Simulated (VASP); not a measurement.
Input of a VASP 6.6.1 run:

INCAR

```
ALGO = Normal
EDIFF = 1E-8
ENCUT = 400
GGA = PE
GGA_COMPAT = F
ISIF = 2
ISMEAR = -1
LASPH = T
LCHARG = F
LEFG = T
LREAL = F
LWAVE = F
NBANDS = 16
NELM = 120
PREC = Accurate
SIGMA = 0.03
```

The input KPOINTS:

```
k-points
0
Gamma
  8 8 8
```

The input POSCAR:

```
CdSe
1.0
    0.0307027120      3.0856225546      3.0856225546
    3.0856225546      0.0307027120      3.0856225546
    3.0856225546      3.0856225546      0.0307027120
Cd Se
1 1
Direct
    0.0000000000      0.0000000000      0.0000000000
    0.2500000000      0.2500000000      0.2500000000
```

Potentials or basis: VASP PAW PBE potentials, release 64 (Cd, Se).

Launch:

```bash
$ cat potpaw_PBE.64/Cd/POTCAR potpaw_PBE.64/Se/POTCAR > POTCAR
$ mpirun -np 1 vasp_std > vasp.out
```

Question: Estimate the pressure.

Answer: 1.2 GPa.

Question: What does it give for the band gap on the k mesh?

Answer: 0.54 eV.

Stress tensor (GPa, compression positive):
```
 1.21 -0.42 -0.42
-0.42  1.21 -0.42
-0.42 -0.42  1.21
```

Caveat: the cell differs from its parent crystal (equal xy, yz and zx shear strains of +1 %); without QUAD_EFG the Cq values of the log hold for a quadrupole moment of 1 mb, not for the nuclei.
